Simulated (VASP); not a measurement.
The system is Zn.

```
Zn
1.0
     2.54208    0.00000    0.00000
     0.00000    2.54208    0.00000
     0.00000    0.00000    2.54208
Zn
1
Direct
  0.00000 0.00000 0.00000
```

- Program: VASP 6.6.1
- Task: relaxation of cell and atoms
- Functional: BLYP
- Potentials or basis: VASP PAW PBE potentials, release 64 (Zn)
- Cutoff: 600 eV
- k mesh: 12 × 12 × 12
- Occupations: fermi-dirac, width 0.1 eV
- Spin: no spin polarisation

At the start: pressure 11.6 GPa; volume 16.43 Å³/atom.

Problem. Where does the relaxation end?

Solution. Over 4 steps the energy falls by 113.0 meV/atom and the volume is 20.43 Å³/atom (+24.4 %); space group Pm-3m (No. 221, to 0.05 Å).

The path:
| step | energy change (eV) | largest force (eV/Å) | pressure (GPa) | volume (Å³) |
| --- | --- | --- | --- | --- |
| 1 | 0.0000 | 0.0000 | 11.57 | 16.43 |
| 2 | -0.1081 | 0.0000 | 1.62 | 19.41 |
| 3 | -0.1125 | 0.0000 | -0.51 | 20.78 |
| 4 | -0.1130 | 0.0000 | -0.04 | 20.43 |

Final structure:
```
Zn
1.0
     2.73378    0.00000    0.00000
     0.00000    2.73378    0.00000
     0.00000    0.00000    2.73378
Zn
1
Direct
  0.00000 0.00000 0.00000
```

Caveat: the volume moved by over 15 % at a fixed basis, so the end points are rough; the PAW data sets were made with another functional, which shifts forces and pressure a little.
